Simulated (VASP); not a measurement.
# Cu12Si in VASP: single point with PBE

Aim: the single point of Cu12Si with PBE.

Program: VASP 6.6.1. These are calculated values, not measurements. Logs are shortened: lines on timing, memory, paths and dates and some standing lists are left out, and cuts for length are marked.

## Step 1: The cell of the first run

The cell holds a slab with vacuum, 13 atoms: a = 5.133 Å, b = 5.133 Å, c = 19.029 Å, α = 90.00°, β = 90.00°, γ = 90.00°.

## Step 2: Single point, PBE

Input file INCAR:

```
PREC = Accurate
ENCUT = 520
EDIFF = 1E-6
ISMEAR = 0
SIGMA = 0.1
LREAL = F
LASPH = T
NELM = 100
ALGO = Normal
ISIF = 2
LWAVE = F
LCHARG = F
LDIPOL = T
IDIPOL = 3
DIPOL = 0.5 0.5 0.318
GGA = PE
NBANDS = 80
```

Input file KPOINTS:

```
Automatic mesh
0
Gamma
  5 5 1
```

Input file POSCAR:

```
Cu12Si
1.0
    5.1332392713      0.0000000000      0.0000000000
    0.0000000000      5.1332392713      0.0000000000
    0.0000000000      0.0000000000     19.0289058448
Cu Si
12 1
Direct
    0.2500000000      0.2500000000      0.2102065160
    0.2500000000      0.7500000000      0.2102065160
    0.7500000000      0.2500000000      0.2102065160
    0.7500000000      0.7500000000      0.2102065160
    0.0000000000      0.0000000000      0.3029343270
    0.0000000000      0.5000000000      0.3029343270
    0.5000000000      0.0000000000      0.3029343270
    0.5000000000      0.5000000000      0.3029343270
    0.2500000000      0.2500000000      0.3956562666
    0.2500000000      0.7500000000      0.3956562666
    0.7500000000      0.2500000000      0.3956562666
    0.7500000000      0.7500000000      0.3956562666
    0.3333333333      0.4166666667      0.4951668073
```

Potentials or basis: VASP PAW PBE potentials, release 64 (Cu, Si).

Command:

```console
$ cat potpaw_PBE.64/Cu/POTCAR potpaw_PBE.64/Si/POTCAR > POTCAR
$ mpirun -np 1 vasp_std > vasp.out
```

OUTCAR:

```text
PREC = Accurate
   ENCUT = 520
   EDIFF = 1E-6
   ISMEAR = 0
   LREAL = F
   LASPH = T
   NELM = 100
   ISIF = 2
   GGA = PE

 ion  position               nearest neighbor table
   1  0.250  0.250  0.210-   5 2.53   6 2.53   7 2.53   8 2.53   2 2.57   3 2.57   2 2.57   3 2.57

   2  0.250  0.750  0.210-   5 2.53   6 2.53   7 2.53   8 2.53   1 2.57   4 2.57   1 2.57   4 2.57

   3  0.750  0.250  0.210-   5 2.53   6 2.53   7 2.53   8 2.53   1 2.57   4 2.57   4 2.57   1 2.57
[... 4 lines left out ...]
                             6 2.57   7 2.57   6 2.57   7 2.57
   6  0.000  0.500  0.303-   9 2.53  10 2.53  11 2.53  12 2.53   1 2.53   2 2.53   3 2.53   4 2.53
                             5 2.57   8 2.57   5 2.57   8 2.57
   7  0.500  0.000  0.303-   9 2.53  10 2.53  11 2.53  12 2.53   1 2.53   2 2.53   3 2.53   4 2.53
                             5 2.57   8 2.57   8 2.57   5 2.57
   8  0.500  0.500  0.303-   9 2.53  10 2.53  11 2.53  12 2.53   1 2.53   2 2.53   3 2.53   4 2.53
                             6 2.57   7 2.57   7 2.57   6 2.57
   9  0.250  0.250  0.396-  13 2.12   6 2.53   7 2.53   8 2.53   5 2.53  11 2.57  10 2.57  10 2.57
                            11 2.57
  10  0.250  0.750  0.396-   5 2.53   6 2.53   7 2.53   8 2.53   9 2.57  12 2.57   9 2.57  12 2.57
                            13 2.59
  11  0.750  0.250  0.396-   5 2.53   6 2.53   7 2.53   8 2.53   9 2.57  12 2.57  12 2.57   9 2.57

  12  0.750  0.750  0.396-   5 2.53   6 2.53   7 2.53   8 2.53  10 2.57  11 2.57  11 2.57  10 2.57

  13  0.333  0.417  0.495-   9 2.12  10 2.59

  LATTYP: Found a simple tetragonal cell.
 ALAT       =     5.1332392713
 C/A-ratio  =     3.7069976362

  Lattice vectors:

 A1 = (   5.1332392713,   0.0000000000,   0.0000000000)
 A2 = (   0.0000000000,   5.1332392713,   0.0000000000)
 A3 = (   0.0000000000,   0.0000000000,  19.0289058448)

Analysis of symmetry for initial positions (statically):
=====================================================================
 Subroutine PRICEL returns:
 Original cell was already a primitive cell.

 Routine SETGRP: Setting up the symmetry group for a
 simple tetragonal supercell.

 Subroutine GETGRP returns: Found  1 space group operations
 (whereof  1 operations were pure point group operations)
 out of a pool of 16 trial point group operations.

The static configuration has the point symmetry C_1 .

Analysis of symmetry for dynamics (positions and initial velocities):
=====================================================================
 Subroutine PRICEL returns:
 Original cell was already a primitive cell.

 Routine SETGRP: Setting up the symmetry group for a
 simple tetragonal supercell.

 Subroutine GETGRP returns: Found  1 space group operations
 (whereof  1 operations were pure point group operations)
 out of a pool of 16 trial point group operations.

The dynamic configuration has the point symmetry C_1 .

 Subroutine INISYM returns: Found  1 space group operations
 (whereof  1 operations are pure point group operations),
 and found     1 'primitive' translations

----------------------------------------------------------------------------------------

                                     Primitive cell

  volume of cell :     501.4144

  direct lattice vectors                    reciprocal lattice vectors
     5.133239271  0.000000000  0.000000000     0.194808764  0.000000000  0.000000000
     0.000000000  5.133239271  0.000000000     0.000000000  0.194808764  0.000000000
     0.000000000  0.000000000 19.028905845     0.000000000  0.000000000  0.052551629

  length of vectors
     5.133239271  5.133239271 19.028905845     0.194808764  0.194808764  0.052551629

  position of ions in fractional coordinates (direct lattice)
     0.250000000  0.250000000  0.210206516
     0.250000000  0.750000000  0.210206516
     0.750000000  0.250000000  0.210206516
     0.750000000  0.750000000  0.210206516
     0.000000000  0.000000000  0.302934327
     0.000000000  0.500000000  0.302934327
     0.500000000  0.000000000  0.302934327
[... 40 lines left out ...]

  Shift w.r.t. Gamma in fractional coordinates (k-lattice)
     0.000000000  0.000000000  0.000000000

 Subroutine IBZKPT returns following result:
 ===========================================

 Found     13 irreducible k-points:

 Following reciprocal coordinates:
            Coordinates               Weight
  0.000000  0.000000  0.000000      1.000000
  0.200000  0.000000  0.000000      2.000000
  0.000000  0.200000  0.000000      2.000000
  0.400000  0.000000  0.000000      2.000000
  0.000000  0.400000  0.000000      2.000000
  0.200000  0.200000  0.000000      2.000000
 -0.200000  0.200000  0.000000      2.000000
  0.400000  0.200000  0.000000      2.000000
 -0.200000  0.400000  0.000000      2.000000
 -0.400000  0.200000  0.000000      2.000000
  0.200000  0.400000  0.000000      2.000000
  0.400000  0.400000  0.000000      2.000000
 -0.400000  0.400000  0.000000      2.000000
   k-points           NKPTS =     13   k-points in BZ     NKDIM =     13   number of bands    NBANDS=     80
   number of dos      NEDOS =    301   number of ions     NIONS =     13
   total plane-waves  NPLWV = 230400
   dimension x,y,z NGX =    40 NGY =   40 NGZ =  144
   dimension x,y,z NGXF=    80 NGYF=   80 NGZF=  288
   ions per type =              12   1
   NGX,Y,Z   is equivalent  to a cutoff of  12.95, 12.95, 12.58 a.u.
   NGXF,Y,Z  is equivalent  to a cutoff of  25.91, 25.91, 25.16 a.u.
 SYSTEM =  unknown system
   PREC   = accura    normal or accurate (medium, high low for compatibility)
   ISTART =      0    job   : 0-new  1-cont  2-samecut
   ICHARG =      2    charge: 1-file 2-atom 10-const
   ISPIN  =      1    spin polarized calculation?
   LNONCOLLINEAR =      F non collinear calculations
   LSORBIT =      F    spin-orbit coupling
   LASPH  =      T    aspherical Exc in radial PAW
   ENCUT  =  520.0 eV  38.22 Ry    6.18 a.u.   9.54  9.54 35.38*2*pi/ulx,y,z
   NELM   =    100;   NELMIN=  2; NELMDL= -5     # of ELM steps
   EDIFF  = 0.1E-05   stopping-criterion for ELM
   LREAL  =      F    real-space projection
   EDIFFG = 0.1E-04   stopping-criterion for IOM
   NSW    =      0    number of steps for IOM
   IBRION =     -1    ionic relax: 0-MD 1-quasi-New 2-CG
   NFREE  =      0    steps in history (QN), initial steepest desc. (CG)
   ISIF   =      2    stress and relaxation
   ISYM   =      2    0-nonsym 1-usesym 2-fastsym
   POTIM  = 0.5000    time-step for ionic-motion
   TEBEG  =    0.0;   TEEND  =   0.0 temperature during run
   PSTRESS=    0.0 pullay stress
   NELECT =     136.0000    total number of electrons
   NUPDOWN=      -1.0000    fix difference up-down
   EMIN   =  10.00;   EMAX   =-10.00  energy-range for DOS
   EFERMI =   0.00;   METHOD = LEGACY
   ISMEAR =     0;   SIGMA  =   0.10  broadening in eV -4-tet -1-fermi 0-gaus
   EFERMI_NEDOS =   21; number of points for ismear=-14 and -15
   IALGO  =     38    algorithm
   IMIX   =      4    mixing-type and parameters
     AMIX     =   0.40;   BMIX     =  1.00
     AMIX_MAG =   1.60;   BMIX_MAG =  1.00
  volume/ion in A,a.u.               =      38.57       260.29
  Fermi-wavevector in a.u.,A,eV,Ry     =   1.059714  2.002570 15.279271  1.122995
  Thomas-Fermi vector in A             =   2.195070
   LORBIT       =      0    0 simple, 1 ext, 2 COOP (PROOUT), +10 PAW based schemes
   GGA     = PE    functional components
   LHFCALC =     F    Hartree Fock is set to
   AEXX    =    0.0000 exact exchange contribution
   IVDW    =     0    specifies the selected vdW correction
   LEPSILON=     F    determine dielectric tensor
   LRPA    =     F    only Hartree local field effects (RPA)
 non-spin polarized calculation
 Gauss-broadening in eV      SIGMA  =   0.10
  energy-cutoff  :      520.00
  volume of cell :      501.41
 maximum number of plane-waves:     13595
 NGX is ok and might be reduce to    40
   NGX = 19   NGY = 19   NGZ = 71

 dipolmoment           0.000000      0.000000     -0.214008 electrons x Angstroem

 number of electron     135.9999786 magnetization

 dipolmoment           0.000000      0.000000      0.016600 electrons x Angstroem

 Free energy of the ion-electron system (eV)
  ---------------------------------------------------
  ext. energy  EPLUGINS =         0.00000000
  ---------------------------------------------------
  free energy    TOTEN  =       -44.22061770 eV

  energy without entropy =      -44.18881499  energy(sigma->0) =      -44.20471634

 E-fermi :  -0.7261     XC(G=0):  -5.0686

 val. band max:       -0.7642883463   @ k =   0.0000   0.0000   0.0000
 cond. band min:      -0.7183158395   @ k =  -0.4000   0.2000   0.0000
 fundamental gap:      0.0459725069
 Fermi energy:        -0.7261388900

 k-point     1 :       0.0000    0.0000    0.0000
  band No.  band energies     occupation
      1      -9.4150      2.00000
      2      -8.1560      2.00000
      3      -6.1935      2.00000
      4      -5.6523      2.00000
      5      -5.6401      2.00000
      6      -5.4525      2.00000
[... 1068 lines left out ...]
     79       4.9583      0.00000
     80       5.0152      0.00000

------------------------ aborting loop because EDIFF is reached ----------------------------------------

 vacuum level on the upper side and lower side of the slab       (xc-potential included)        -0.104        -0.191

  FORCE on cell =-STRESS in cart. coord.  units (eV):
  Direction    XX          YY          ZZ          XY          YZ          ZX
  --------------------------------------------------------------------------------------
  -------------------------------------------------------------------------------------
  Total       -4.9908729     -4.1165034      1.9014615      0.3783985      1.6038467      1.0147833
  in kB      -15.9474135    -13.1535271      6.0757694      1.2091027      5.1247963      3.2425528
  external PRESSURE =      -7.6750571 kB  Pullay stress =       0.0000000 kB

 VOLUME and BASIS-vectors are now :
 -----------------------------------------------------------------------------
  energy-cutoff  :      520.00
  volume of cell :      501.41
      direct lattice vectors                 reciprocal lattice vectors
     5.133239271  0.000000000  0.000000000     0.194808764  0.000000000  0.000000000
     0.000000000  5.133239271  0.000000000     0.000000000  0.194808764  0.000000000
     0.000000000  0.000000000 19.028905845     0.000000000  0.000000000  0.052551629

 POSITION                                       TOTAL-FORCE (eV/Angst)
 -----------------------------------------------------------------------------------
      1.28331      1.28331      4.00000        -0.044232     -0.068403     -0.001543
      1.28331      3.84993      4.00000        -0.050197      0.066299     -0.035618
      3.84993      1.28331      4.00000         0.043657     -0.084074     -0.051744
      3.84993      3.84993      4.00000         0.048740      0.081963     -0.057068
      0.00000      0.00000      5.76451        -0.067642     -0.038986     -0.197127
      0.00000      2.56662      5.76451        -0.023540      0.043126     -0.169979
      2.56662      0.00000      5.76451         0.066943     -0.022203     -0.158946
      2.56662      2.56662      5.76451         0.033504      0.031269     -0.260167
      1.28331      1.28331      7.52891        -0.395753     -0.757926     -0.778036
      1.28331      3.84993      7.52891         0.015561     -0.104001      0.754309
      3.84993      1.28331      7.52891        -0.111624      0.042773      0.583901
      3.84993      3.84993      7.52891        -0.055857     -0.041200      0.333061
      1.71108      2.13885      9.42248         0.540439      0.851363      0.038957
 -----------------------------------------------------------------------------------
    total drift:                               -0.000248     -0.000072     -0.001305

  FREE ENERGIE OF THE ION-ELECTRON SYSTEM (eV)
  ---------------------------------------------------
  free  energy   TOTEN  =       -44.2206176958 eV

  energy  without entropy=      -44.1888149913  energy(sigma->0) =      -44.20471634

 vacuum level on the upper side and lower side of the slab         3.854         3.775
```

Wall time 13 min (1 thread of Intel Xeon 6975P-C (Granite Rapids), shared host); peak memory 0.71 GiB.

What came out:

```yaml
Free_energy: -44.2206 eV
Largest_force: 1.156 eV/Å
Band_gap_on_the_k_mesh: zero (bands 68 and 69 overlap by 0.49 eV)
```

Forces in eV/Å, atoms in the order of the input:
```
Cu  -0.044 -0.068 -0.002
Cu  -0.050  0.066 -0.036
Cu   0.044 -0.084 -0.052
Cu   0.049  0.082 -0.057
Cu  -0.068 -0.039 -0.197
Cu  -0.024  0.043 -0.170
Cu   0.067 -0.022 -0.159
Cu   0.034  0.031 -0.260
Cu  -0.396 -0.758 -0.778
Cu   0.016 -0.104  0.754
Cu  -0.112  0.043  0.584
Cu  -0.056 -0.041  0.333
Si   0.540  0.851  0.039
```

The gap in the log of VASP goes by the Fermi energy; the results here count the filled bands.